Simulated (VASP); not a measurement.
# Pd in VASP: single point with RPBE

Aim: the single point of Pd with RPBE.

All numbers are computed with VASP 6.6.1; they aren't measurements. Logs are shortened: lines on timing, memory, paths and dates and some standing lists are left out, and cuts for length are marked.

### Step 1. The cell of the first run

The cell holds a slab with vacuum, 4 atoms: a = 2.814 Å, b = 2.814 Å, c = 23.893 Å, α = 90.00°, β = 90.00°, γ = 120.00°.

### Step 2. Single point, RPBE

Contents of INCAR:

```
SYSTEM = Pd
PREC = Accurate
ENCUT = 520
EDIFF = 1E-7
ISMEAR = 0
SIGMA = 0.1
LREAL = .FALSE.
LASPH = .TRUE.
NELM = 100
ALGO = Normal
ISIF = 2
LWAVE = .FALSE.
LCHARG = .FALSE.
LDIPOL = .TRUE.
IDIPOL = 3
DIPOL = 0.5 0.5 0.500
GGA = RP
NBANDS = 28
```

Contents of KPOINTS:

```
regular mesh
0
G
  12 12 1
  0 0 0
```

Contents of POSCAR:

```
Pd
1.0
    2.8139136277      0.0000000000      0.0000000000
   -1.4069568139      2.4369206857      0.0000000000
    0.0000000000      0.0000000000     23.8926525682
Pd
4
Direct
    0.6666666667      0.3333333333      0.3557579041
    0.3333333333      0.6666666667      0.4519193014
    0.0000000000      0.0000000000      0.5473140238
    0.6666666667      0.3333333333      0.6436652647
```

Potentials or basis: VASP PAW PBE potentials, release 64 (Pd).

Started as:

```bash
> cat potpaw_PBE.64/Pd/POTCAR > POTCAR
> mpirun -np 1 vasp_std > vasp.out
```

OUTCAR:

```text
SYSTEM = Pd
   PREC = Accurate
   ENCUT = 520
   EDIFF = 1E-7
   ISMEAR = 0
   LREAL = .FALSE.
   LASPH = .TRUE.
   NELM = 100
   ISIF = 2
   GGA = RP

 ion  position               nearest neighbor table
   1  0.667  0.333  0.356-   2 2.81   2 2.81   2 2.81
   2  0.333  0.667  0.452-   3 2.80   3 2.80   3 2.80   1 2.81   1 2.81   1 2.81
   3  0.000  0.000  0.547-   2 2.80   2 2.80   2 2.80   4 2.82   4 2.82   4 2.82
   4  0.667  0.333  0.644-   3 2.82   3 2.82   3 2.82

  LATTYP: Found a hexagonal cell.
 ALAT       =     2.8139136277
 C/A-ratio  =     8.4908976356

  Lattice vectors:

 A1 = (   2.8139136277,   0.0000000000,   0.0000000000)
 A2 = (  -1.4069568139,   2.4369206857,   0.0000000000)
 A3 = (   0.0000000000,   0.0000000000,  23.8926525682)

Analysis of symmetry for initial positions (statically):
=====================================================================
 Subroutine PRICEL returns:
 Original cell was already a primitive cell.

 Routine SETGRP: Setting up the symmetry group for a
 hexagonal supercell.

 Subroutine GETGRP returns: Found  6 space group operations
 (whereof  6 operations were pure point group operations)
 out of a pool of 24 trial point group operations.

The static configuration has the point symmetry C_3v.

Analysis of symmetry for dynamics (positions and initial velocities):
=====================================================================
 Subroutine PRICEL returns:
 Original cell was already a primitive cell.

 Routine SETGRP: Setting up the symmetry group for a
 hexagonal supercell.

 Subroutine GETGRP returns: Found  6 space group operations
 (whereof  6 operations were pure point group operations)
 out of a pool of 24 trial point group operations.

The dynamic configuration has the point symmetry C_3v.

 Subroutine INISYM returns: Found  6 space group operations
 (whereof  6 operations are pure point group operations),
 and found     1 'primitive' translations

----------------------------------------------------------------------------------------

                                     Primitive cell

  volume of cell :     163.8387

  direct lattice vectors                    reciprocal lattice vectors
     2.813913628  0.000000000  0.000000000     0.355376935  0.205176969  0.000000000
    -1.406956814  2.436920686  0.000000000     0.000000000  0.410353938  0.000000000
     0.000000000  0.000000000 23.892652568     0.000000000  0.000000000  0.041853871

  length of vectors
     2.813913628  2.813913628 23.892652568     0.410353938  0.410353938  0.041853871

  position of ions in fractional coordinates (direct lattice)
     0.666666667  0.333333333  0.355757904
     0.333333333  0.666666667  0.451919301
     0.000000000  0.000000000  0.547314024
     0.666666667  0.333333333  0.643665265

  ion indices of the primitive-cell ions
   primitive index   ion index
                 1           1
                 2           2
                 3           3
                 4           4

----------------------------------------------------------------------------------------

 KPOINTS: regular mesh

Automatic generation of k-mesh.
 Grid dimensions read from file:
 generate k-points for:   12   12    1

 Generating k-lattice:

  Cartesian coordinates                     Fractional coordinates (reciprocal lattice)
     0.029614745  0.017098081  0.000000000     0.083333333  0.000000000  0.000000000
     0.000000000  0.034196162  0.000000000     0.000000000  0.083333333  0.000000000
     0.000000000  0.000000000  0.041853871     0.000000000  0.000000000  1.000000000

  Length of vectors
     0.034196162  0.034196162  0.041853871

  Shift w.r.t. Gamma in fractional coordinates (k-lattice)
     0.000000000  0.000000000  0.000000000

 Subroutine IBZKPT returns following result:
 ===========================================

 Found     19 irreducible k-points:

 Following reciprocal coordinates:
            Coordinates               Weight
  0.000000  0.000000  0.000000      1.000000
  0.083333 -0.000000  0.000000      6.000000
  0.166667 -0.000000  0.000000      6.000000
  0.250000 -0.000000  0.000000      6.000000
  0.333333 -0.000000  0.000000      6.000000
  0.416667 -0.000000  0.000000      6.000000
[... 11 lines left out ...]
  0.333333  0.250000  0.000000     12.000000
  0.333333  0.333333  0.000000      2.000000
   k-points           NKPTS =     19   k-points in BZ     NKDIM =     19   number of bands    NBANDS=     28
   number of dos      NEDOS =    301   number of ions     NIONS =      4
   total plane-waves  NPLWV = 103680
   dimension x,y,z NGX =    24 NGY =   24 NGZ =  180
   dimension x,y,z NGXF=    48 NGYF=   48 NGZF=  360
   ions per type =               4
   NGX,Y,Z   is equivalent  to a cutoff of  14.18, 14.18, 12.52 a.u.
   NGXF,Y,Z  is equivalent  to a cutoff of  28.36, 28.36, 25.05 a.u.
 SYSTEM =  Pd
   PREC   = accura    normal or accurate (medium, high low for compatibility)
   ISTART =      0    job   : 0-new  1-cont  2-samecut
   ICHARG =      2    charge: 1-file 2-atom 10-const
   ISPIN  =      1    spin polarized calculation?
   LNONCOLLINEAR =      F non collinear calculations
   LSORBIT =      F    spin-orbit coupling
   LASPH  =      T    aspherical Exc in radial PAW
   ENCUT  =  520.0 eV  38.22 Ry    6.18 a.u.   5.23  5.23 44.42*2*pi/ulx,y,z
   NELM   =    100;   NELMIN=  2; NELMDL= -5     # of ELM steps
   EDIFF  = 0.1E-06   stopping-criterion for ELM
   LREAL  =      F    real-space projection
   EDIFFG = 0.1E-05   stopping-criterion for IOM
   NSW    =      0    number of steps for IOM
   IBRION =     -1    ionic relax: 0-MD 1-quasi-New 2-CG
   NFREE  =      0    steps in history (QN), initial steepest desc. (CG)
   ISIF   =      2    stress and relaxation
   ISYM   =      2    0-nonsym 1-usesym 2-fastsym
   POTIM  = 0.5000    time-step for ionic-motion
   TEBEG  =    0.0;   TEEND  =   0.0 temperature during run
   PSTRESS=    0.0 pullay stress
   NELECT =      40.0000    total number of electrons
   NUPDOWN=      -1.0000    fix difference up-down
   EMIN   =  10.00;   EMAX   =-10.00  energy-range for DOS
   EFERMI =   0.00;   METHOD = LEGACY
   ISMEAR =     0;   SIGMA  =   0.10  broadening in eV -4-tet -1-fermi 0-gaus
   EFERMI_NEDOS =   21; number of points for ismear=-14 and -15
   IALGO  =     38    algorithm
   IMIX   =      4    mixing-type and parameters
     AMIX     =   0.40;   BMIX     =  1.00
     AMIX_MAG =   1.60;   BMIX_MAG =  1.00
  volume/ion in A,a.u.               =      40.96       276.41
  Fermi-wavevector in a.u.,A,eV,Ry     =   1.023189  1.933547 14.244161  1.046916
  Thomas-Fermi vector in A             =   2.156909
   LORBIT       =      0    0 simple, 1 ext, 2 COOP (PROOUT), +10 PAW based schemes
   GGA     = RP    functional components
   LHFCALC =     F    Hartree Fock is set to
   AEXX    =    0.0000 exact exchange contribution
   IVDW    =     0    specifies the selected vdW correction
   LEPSILON=     F    determine dielectric tensor
   LRPA    =     F    only Hartree local field effects (RPA)
 non-spin polarized calculation
 Gauss-broadening in eV      SIGMA  =   0.10
  energy-cutoff  :      520.00
  volume of cell :      163.84
 maximum number of plane-waves:      4453
 NGX is ok and might be reduce to    24
   NGX = 11   NGY = 11   NGZ = 89

 dipolmoment           0.000000      0.000000     -0.000003 electrons x Angstroem

 number of electron      40.0000000 magnetization

 dipolmoment           0.000000      0.000000      0.000058 electrons x Angstroem

 Free energy of the ion-electron system (eV)
  ---------------------------------------------------
  ext. energy  EPLUGINS =         0.00000000
  ---------------------------------------------------
  free energy    TOTEN  =       -17.57227380 eV

  energy without entropy =      -17.51164822  energy(sigma->0) =      -17.54196101

 E-fermi :   0.2655     XC(G=0):  -5.5679

 val. band max:        0.2598351713   @ k =   0.2500  -0.0000   0.0000
 cond. band min:       0.2742620576   @ k =   0.5000  -0.0000   0.0000
 fundamental gap:      0.0144268863
 Fermi energy:         0.2654765134

 k-point     1 :       0.0000    0.0000    0.0000
  band No.  band energies     occupation
      1      -5.8567      2.00000
      2      -4.8185      2.00000
      3      -4.3103      2.00000
      4      -4.1587      2.00000
      5      -2.2514      2.00000
      6      -2.1989      2.00000
[... 20 lines left out ...]
     27       5.2587      0.00000
     28       6.2428      0.00000

 k-point     2 :       0.0833   -0.0000    0.0000
  band No.  band energies     occupation
      1      -5.6506      2.00000
      2      -4.6211      2.00000
      3      -4.1522      2.00000
      4      -3.9761      2.00000
      5      -2.3926      2.00000
      6      -2.3018      2.00000
[... 20 lines left out ...]
     27       5.4254      0.00000
     28       6.4289      0.00000

 k-point     3 :       0.1667   -0.0000    0.0000
  band No.  band energies     occupation
      1      -5.0883      2.00000
      2      -4.1309      2.00000
      3      -3.7800      2.00000
      4      -3.5323      2.00000
      5      -2.7391      2.00000
      6      -2.5074      2.00000
[... 20 lines left out ...]
     27       5.9218      0.00000
     28       6.9883      0.00000

 k-point     4 :       0.2500   -0.0000    0.0000
  band No.  band energies     occupation
      1      -4.4181      2.00000
      2      -3.8344      2.00000
      3      -3.5985      2.00000
      4      -3.2061      2.00000
      5      -3.1702      2.00000
      6      -2.7145      2.00000
[... 20 lines left out ...]
     27       6.8545      0.00000
     28       7.9166      0.00000

 k-point     5 :       0.3333   -0.0000    0.0000
  band No.  band energies     occupation
      1      -4.1246      2.00000
      2      -4.0012      2.00000
      3      -3.7318      2.00000
      4      -3.5480      2.00000
      5      -3.3471      2.00000
      6      -2.9252      2.00000
[... 20 lines left out ...]
     27       8.1149      0.00000
     28       9.1303      0.00000

 k-point     6 :       0.4167   -0.0000    0.0000
  band No.  band energies     occupation
      1      -4.2276      2.00000
      2      -4.1560      2.00000
      3      -3.9564      2.00000
      4      -3.7224      2.00000
      5      -3.5474      2.00000
      6      -3.1045      2.00000
[... 308 lines left out ...]
      5      -3.1223      2.00000
      6      -3.0108      2.00000
[... 20 lines left out ...]
     27       8.4505      0.00000
     28       9.8978      0.00000

 k-point    17 :       0.2500    0.2500    0.0000
  band No.  band energies     occupation
      1      -3.6520      2.00000
      2      -3.5717      2.00000
      3      -3.3574      2.00000
      4      -3.0605      2.00000
      5      -2.8782      2.00000
      6      -2.7804      2.00000
[... 20 lines left out ...]
     27       9.2340      0.00000
     28       9.6501      0.00000

 k-point    18 :       0.3333    0.2500    0.0000
  band No.  band energies     occupation
      1      -3.6724      2.00000
      2      -3.4817      2.00000
      3      -3.3091      2.00000
      4      -3.0830      2.00000
      5      -2.9914      2.00000
      6      -2.7457      2.00000
[... 20 lines left out ...]
     27       8.6992      0.00000
     28       9.0874      0.00000

 k-point    19 :       0.3333    0.3333    0.0000
  band No.  band energies     occupation
      1      -3.4074      2.00000
      2      -3.3705      2.00000
      3      -3.3695      2.00000
      4      -2.9618      2.00000
      5      -2.9569      2.00000
      6      -2.7291      2.00000
[... 20 lines left out ...]
     27       8.8954      0.00000
     28       8.9232      0.00000

------------------------ aborting loop because EDIFF is reached ----------------------------------------

 vacuum level on the upper side and lower side of the slab       (xc-potential included)        -0.071        -0.070

  FORCE on cell =-STRESS in cart. coord.  units (eV):
  Direction    XX          YY          ZZ          XY          YZ          ZX
  --------------------------------------------------------------------------------------
  -------------------------------------------------------------------------------------
  Total       -1.7862649     -1.7862649     -0.0588918      0.0000000      0.0000000      0.0000000
  in kB      -17.4678690    -17.4678690     -0.5759021      0.0000000      0.0000000      0.0000000
  external PRESSURE =     -11.8372134 kB  Pullay stress =       0.0000000 kB

 VOLUME and BASIS-vectors are now :
 -----------------------------------------------------------------------------
  energy-cutoff  :      520.00
  volume of cell :      163.84
      direct lattice vectors                 reciprocal lattice vectors
     2.813913628  0.000000000  0.000000000     0.355376935  0.205176969  0.000000000
    -1.406956814  2.436920686  0.000000000     0.000000000  0.410353938  0.000000000
     0.000000000  0.000000000 23.892652568     0.000000000  0.000000000  0.041853871

 POSITION                                       TOTAL-FORCE (eV/Angst)
 -----------------------------------------------------------------------------------
      1.40696      0.81231      8.50000         0.000000     -0.000000     -0.008074
     -0.00000      1.62461     10.79755        -0.000000     -0.000000      0.017054
      0.00000      0.00000     13.07678        -0.000000      0.000000      0.001821
      1.40696      0.81231     15.37887        -0.000000      0.000000     -0.010800
 -----------------------------------------------------------------------------------
    total drift:                               -0.000000      0.000000     -0.000698

  FREE ENERGIE OF THE ION-ELECTRON SYSTEM (eV)
  ---------------------------------------------------
  free  energy   TOTEN  =       -17.5722738014 eV

  energy  without entropy=      -17.5116482227  energy(sigma->0) =      -17.54196101

 vacuum level on the upper side and lower side of the slab         5.275         5.276
```

Run time: 6.2 min. Hardware: 1 thread of AMD EPYC 7R13, shared host; peak memory 0.3 GiB.

Results:

| Property | Result |
| --- | --- |
| Free energy | -17.5723 eV |
| Largest force | 0.017 eV/Å |
| Band gap on the k mesh | zero (bands 20 and 21 overlap by 0.80 eV) |

Forces on the atoms (eV/Å):
```
Pd   0.000  0.000 -0.008
Pd   0.000  0.000  0.017
Pd   0.000  0.000  0.002
Pd   0.000  0.000 -0.011
```

Caveat: the PAW data sets were made with another functional, which shifts forces and pressure a little.
